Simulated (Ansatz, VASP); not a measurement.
# One calculation of Ir, two programs

```
CELL_PARAMETERS angstrom
0.00000 1.99649 1.76612
1.99649 0.00000 1.76612
1.99649 1.99649 0.00000
ATOMIC_POSITIONS crystal
Ir 0.00000 0.00000 0.00000
```

Change from the starting cell: strain +0.040 along x and y, -0.080 along z, atoms carried along.

Alike in both runs: task single point; functional PBEsol; k mesh 22 × 22 × 22; occupations gaussian, width 0.15 eV; no spin polarisation.

|  | VASP | Ansatz |
| --- | --- | --- |
| version | VASP 6.6.1 | Ansatz 0.2.0 |
| potentials or method | VASP PAW PBE potentials, release 64 (Ir_sv_GW), cutoff 560 eV | scalar-relativistic, plane waves, PAW |
| valence electrons in the cell | 17 | 17 |

VASP gave:

* gap on the k mesh at the Fermi level (eV): none
* pressure (GPa): 0.4
* traceless stress, the component that is largest in VASP (GPa): 26.82

Problem. Estimate Ansatz's values.

Solution. gap on the k mesh at the Fermi level (eV): none; pressure (GPa): 2.3; traceless stress, the component that is largest in VASP (GPa): 26.91.

VASP's potentials were made for PBE, not for PBEsol. A gap of «none» marks a metal or a gap that the smearing closes.

Spin-orbit coupling is off throughout.
